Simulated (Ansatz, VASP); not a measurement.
## SnSe in VASP and in Ansatz

```
CELL_PARAMETERS angstrom
4.03187 0.00000 0.00000
0.00000 4.03187 0.00000
0.00000 0.00000 23.80000
ATOMIC_POSITIONS crystal
Sn 0.50000 0.50000 0.29412
Se 0.00000 0.00000 0.29412
```

Alike in both runs: functional PBE; k mesh 4 × 4 × 1; occupations gaussian, width 0.1 eV; no spin polarisation.

Ansatz relaxed the structure, and its values are those at the end. VASP's run is a single point on that final structure, the one shown.

|  | VASP | Ansatz |
| --- | --- | --- |
| version | VASP 6.6.1 | Ansatz 0.2.0 |
| potentials or method | VASP PAW PBE potentials, release 64 (Sn_d, Se), cutoff 520 eV | scalar-relativistic, plane waves, PAW |
| valence electrons in the cell | 20 | 30 |

```csv
,VASP,Ansatz,Ansatz less VASP
gap on the k mesh at the Fermi level (eV),0.44,0.44,0.000
least direct gap on the mesh (eV),0.67,0.67,-0.005
```

The functional is the same, so the differences come from potentials, cutoffs and numerics. VASP's potentials hold 20 valence electrons a cell and Ansatz's 30, so a difference there can come from the potentials and not from the codes. Ansatz's warnings: slab cell height set.
